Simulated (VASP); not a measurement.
# TiC (Fm-3m) in VASP: notebook

TiC is run at these levels: r2SCAN; tasks: phonons.

Program: VASP 6.6.1. These are calculated values, not measurements. Logs are shortened: lines on timing, memory, paths and dates and some standing lists are left out, and cuts for length are marked.

**1. The cell of the first run**

Symmetry: Fm-3m, No. 225, cubic system. The conventional cell has a = 4.299 Å, b = 4.299 Å, c = 4.299 Å, α = 90.00°, β = 90.00°, γ = 90.00°. Within 2.8 Å of Ti (site symmetry m-3m) lie 6 C at 2.15 Å. Within 2.8 Å of C (site symmetry m-3m) lie 6 Ti at 2.15 Å.

**2. Phonons, r2SCAN (9.93 Å³/atom)**

Contents of INCAR:

```
ALGO = Normal
EDIFF = 1E-8
ENCUT = 520
IBRION = 6
ISIF = 2
ISMEAR = -1
LASPH = True
LCHARG = False
LMIXTAU = True
LREAL = False
LWAVE = False
METAGGA = R2SCAN
NBANDS = 15
NELM = 80
NFREE = 2
NSW = 1
POTIM = 0.015
PREC = Accurate
SIGMA = 0.08
```

Contents of KPOINTS:

```
k-points
0
Gamma
  14 14 14
```

Contents of POSCAR:

```
TiC
1.0
    0.0000000000      2.1493638648      2.1493638648
    2.1493638648      0.0000000000      2.1493638648
    2.1493638648      2.1493638648      0.0000000000
Ti C
1 1
Direct
    0.0000000000      0.0000000000      0.0000000000
    0.5000000000      0.5000000000      0.5000000000
```

Potentials or basis: VASP PAW PBE potentials, release 64 (Ti_sv, C).

Run with:

```console
> cat potpaw_PBE.64/Ti_sv/POTCAR potpaw_PBE.64/C/POTCAR > POTCAR
> mpirun -np 1 vasp_std > vasp.out
```

OUTCAR:

```text
EDIFF = 1E-8
   ENCUT = 520
   IBRION = 6
   ISIF = 2
   ISMEAR = -1
   LASPH = True
   LREAL = False
   METAGGA = R2SCAN
   NELM = 80
   NFREE = 2
   NSW = 1
   POTIM = 0.015
   PREC = Accurate

 ion  position               nearest neighbor table
   1  0.000  0.000  0.000-   2 2.15   2 2.15   2 2.15   2 2.15   2 2.15   2 2.15
   2  0.500  0.500  0.500-   1 2.15   1 2.15   1 2.15   1 2.15   1 2.15   1 2.15

  LATTYP: Found a face centered cubic cell.
 ALAT       =     4.2987277296

  Lattice vectors:

 A1 = (   0.0000000000,   2.1493638648,   2.1493638648)
 A2 = (   2.1493638648,   0.0000000000,   2.1493638648)
 A3 = (   2.1493638648,   2.1493638648,   0.0000000000)

Analysis of symmetry for initial positions (statically):
=====================================================================
 Subroutine PRICEL returns:
 Original cell was already a primitive cell.

 Routine SETGRP: Setting up the symmetry group for a
 face centered cubic supercell.

 Subroutine GETGRP returns: Found 48 space group operations
 (whereof 48 operations were pure point group operations)
 out of a pool of 48 trial point group operations.

The static configuration has the point symmetry O_h .

Analysis of symmetry for dynamics (positions and initial velocities):
=====================================================================
 Subroutine PRICEL returns:
 Original cell was already a primitive cell.

 Routine SETGRP: Setting up the symmetry group for a
 face centered cubic supercell.

 Subroutine GETGRP returns: Found 48 space group operations
 (whereof 48 operations were pure point group operations)
 out of a pool of 48 trial point group operations.

The dynamic configuration has the point symmetry O_h .

 Subroutine INISYM returns: Found 48 space group operations
 (whereof 48 operations are pure point group operations),
 and found     1 'primitive' translations

----------------------------------------------------------------------------------------

                                     Primitive cell

  volume of cell :      19.8591

  direct lattice vectors                    reciprocal lattice vectors
     0.000000000  2.149363865  2.149363865    -0.232626968  0.232626968  0.232626968
     2.149363865  0.000000000  2.149363865     0.232626968 -0.232626968  0.232626968
     2.149363865  2.149363865  0.000000000     0.232626968  0.232626968 -0.232626968

  length of vectors
     3.039659528  3.039659528  3.039659528     0.402921729  0.402921729  0.402921729

  position of ions in fractional coordinates (direct lattice)
     0.000000000  0.000000000  0.000000000
     0.500000000  0.500000000  0.500000000

  ion indices of the primitive-cell ions
   primitive index   ion index
                 1           1
                 2           2

----------------------------------------------------------------------------------------

 KPOINTS: k-points

Automatic generation of k-mesh.
 Grid dimensions read from file:
 generate k-points for:   14   14   14

 Generating k-lattice:

  Cartesian coordinates                     Fractional coordinates (reciprocal lattice)
    -0.016616212  0.016616212  0.016616212     0.071428571  0.000000000  0.000000000
     0.016616212 -0.016616212  0.016616212     0.000000000  0.071428571  0.000000000
     0.016616212  0.016616212 -0.016616212     0.000000000  0.000000000  0.071428571

  Length of vectors
     0.028780123  0.028780123  0.028780123

  Shift w.r.t. Gamma in fractional coordinates (k-lattice)
     0.000000000  0.000000000  0.000000000
[... 60 lines left out ...]
   TEBEG  =    0.0;   TEEND  =   0.0 temperature during run
   PSTRESS=    0.0 pullay stress
   NELECT =      16.0000    total number of electrons
   NUPDOWN=      -1.0000    fix difference up-down
   EMIN   =  10.00;   EMAX   =-10.00  energy-range for DOS
   EFERMI =   0.00;   METHOD = LEGACY
   ISMEAR =    -1;   SIGMA  =   0.08  broadening in eV -4-tet -1-fermi 0-gaus
   EFERMI_NEDOS =   21; number of points for ismear=-14 and -15
   IALGO  =     38    algorithm
   IMIX   =      4    mixing-type and parameters
     AMIX     =   0.40;   BMIX     =  1.00
     AMIX_MAG =   1.60;   BMIX_MAG =  1.00
  volume/ion in A,a.u.               =       9.93        67.01
  Fermi-wavevector in a.u.,A,eV,Ry     =   1.523333  2.878682 31.572915  2.320544
  Thomas-Fermi vector in A             =   2.631791
   LORBIT       =      0    0 simple, 1 ext, 2 COOP (PROOUT), +10 PAW based schemes
   METAGGA = R2SCAN    functional components
   LHFCALC =     F    Hartree Fock is set to
   AEXX    =    0.0000 exact exchange contribution
   IVDW    =     0    specifies the selected vdW correction
   LEPSILON=     F    determine dielectric tensor
   LRPA    =     F    only Hartree local field effects (RPA)
 finite differences with symmetry
 non-spin polarized calculation
  energy-cutoff  :      520.00
  volume of cell :       19.86
 maximum number of plane-waves:       547
   NGX = 11   NGY = 11   NGZ = 11

--------------------------------------- Ionic step        1  -------------------------------------------

 number of electron      16.0000003 magnetization

 Free energy of the ion-electron system (eV)
  ---------------------------------------------------
  ext. energy  EPLUGINS =         0.00000000
  ---------------------------------------------------
  free energy    TOTEN  =       -24.86186850 eV

  energy without entropy =      -24.85648726  energy(sigma->0) =      -24.85917788

------------------------ aborting loop because EDIFF is reached ----------------------------------------

  FORCE on cell =-STRESS in cart. coord.  units (eV):
  Direction    XX          YY          ZZ          XY          YZ          ZX
  --------------------------------------------------------------------------------------
  -------------------------------------------------------------------------------------
  Total        0.8094296      0.8094296      0.8094296      0.0000000      0.0000000     -0.0000000
  in kB       65.3025072     65.3025072     65.3025072      0.0000000      0.0000000     -0.0000000
  external PRESSURE =      65.3025072 kB  Pullay stress =       0.0000000 kB
[... 131 lines left out ...]
--------------------------------------- Ionic step        5  -------------------------------------------

 number of electron      16.0000003 magnetization

 Free energy of the ion-electron system (eV)
  ---------------------------------------------------
  ext. energy  EPLUGINS =         0.00000000
  ---------------------------------------------------
  free energy    TOTEN  =       -24.86071197 eV

  energy without entropy =      -24.85531475  energy(sigma->0) =      -24.85801336

 E-fermi :   9.7506     XC(G=0): -13.7211

 val. band max:        9.6661061680   @ k =   0.1429   0.1429   0.0000
 cond. band min:       9.7890896165   @ k =   0.0000   0.3571   0.2857
 fundamental gap:      0.1229834485
 Fermi energy:         9.7506024159

 k-point     1 :       0.0000    0.0000    0.0000
  band No.  band energies     occupation
      1     -49.1459      2.00000
      2     -24.1122      2.00000
      3     -24.1121      2.00000
      4     -24.1121      2.00000
      5      -3.5548      2.00000
      6      10.6226      0.00004
      7      10.6226      0.00004
      8      10.6351      0.00003
      9      11.3449      0.00000
     10      11.4673      0.00000
     11      11.4673      0.00000
     12      11.5289      0.00000
     13      11.6400      0.00000
     14      21.3033      0.00000
[... 401 lines left out ...]
      2     -24.3870      2.00000
      3     -24.1788      2.00000
      4     -24.1688      2.00000
      5      -2.0404      2.00000
      6       6.2931      2.00000
      7       7.9946      2.00000
      8       8.5167      2.00000
      9      10.7374      0.00001
     10      12.2554      0.00000
     11      13.4849      0.00000
     12      14.6007      0.00000
     13      16.5697      0.00000
     14      22.9049      0.00000
     15      24.9928      0.00000

 [... further k-points ...]

------------------------ aborting loop because EDIFF is reached ----------------------------------------

  FORCE on cell =-STRESS in cart. coord.  units (eV):
  Direction    XX          YY          ZZ          XY          YZ          ZX
  --------------------------------------------------------------------------------------
  -------------------------------------------------------------------------------------
  Total        0.8186335      0.8099642      0.8099642      0.0000000      0.0000000      0.0000000
  in kB       66.0450460     65.3456383     65.3456383      0.0000000      0.0000000      0.0000000
  external PRESSURE =      65.5787742 kB  Pullay stress =       0.0000000 kB
[... 17 lines left out ...]
  FREE ENERGIE OF THE ION-ELECTRON SYSTEM (eV)
  ---------------------------------------------------
  free  energy   TOTEN  =       -24.8607119660 eV

  energy  without entropy=      -24.8553147476  energy(sigma->0) =      -24.85801336

 INTERNAL STRAIN TENSORS FROM DISPLACED ATOMS
 ============================================

 INTERNAL STRAIN TENSOR FOR ION    1 for displacements in x,y,z  (eV/Angst):
          X           Y           Z          XY          YZ          ZX
  --------------------------------------------------------------------------------
  x     0.00000     0.00000     0.00000     0.00000     0.00000     0.00000
  y     0.00000     0.00000     0.00000     0.00000     0.00000     0.00000
  z     0.00000     0.00000     0.00000     0.00000     0.00000     0.00000

 INTERNAL STRAIN TENSOR FOR ION    2 for displacements in x,y,z  (eV/Angst):
          X           Y           Z          XY          YZ          ZX
  --------------------------------------------------------------------------------
  x     0.00000     0.00000     0.00000     0.00000     0.00000     0.00000
  y     0.00000     0.00000     0.00000     0.00000     0.00000     0.00000
  z     0.00000     0.00000     0.00000     0.00000     0.00000     0.00000

 Eigenvectors and eigenvalues of the dynamical matrix
 ----------------------------------------------------

   1 f  =   16.175013 THz   101.630605 2PiTHz  539.540363 cm-1    66.894449 meV
             X         Y         Z           dx          dy          dz
      0.000000  0.000000  0.000000    -0.000000   -0.447464   -0.000000
      2.149364  2.149364  2.149364     0.000000    0.894302    0.000000
[... 21 lines left out ...]
   6 f/i=    0.006547 THz     0.041138 2PiTHz    0.218396 cm-1     0.027078 meV
             X         Y         Z           dx          dy          dz
      0.000000  0.000000  0.000000     0.523252   -0.688478    0.227996
      2.149364  2.149364  2.149364     0.261809   -0.344480    0.114078

 ELASTIC MODULI CONTR FROM IONIC RELAXATION (kBar)
 Direction    XX          YY          ZZ          XY          YZ          ZX
 --------------------------------------------------------------------------------
 XX           0.0000      0.0000      0.0000      0.0000      0.0000      0.0000
 YY           0.0000      0.0000      0.0000      0.0000      0.0000      0.0000
 ZZ           0.0000      0.0000      0.0000      0.0000      0.0000      0.0000
 XY           0.0000      0.0000      0.0000      0.0000      0.0000      0.0000
 YZ           0.0000      0.0000      0.0000      0.0000      0.0000      0.0000
 ZX           0.0000      0.0000      0.0000      0.0000      0.0000      0.0000
 --------------------------------------------------------------------------------
```

Wall time 14 min (1 thread of Intel Xeon 8259CL, shared host); peak memory 0.26 GiB.

Results:

- Highest phonon frequency at Γ: 540 cm⁻¹

Phonon frequencies in cm⁻¹ (negative: imaginary):
```
              q point        frequencies
(0.000, 0.000, 0.000)  0 0 0 540 540 540
```

Caveat: the cell stands under pressure or tension, which shifts response properties; the PAW data sets were made with another functional, which shifts forces and pressure a little.

[end of part 1 of 2]
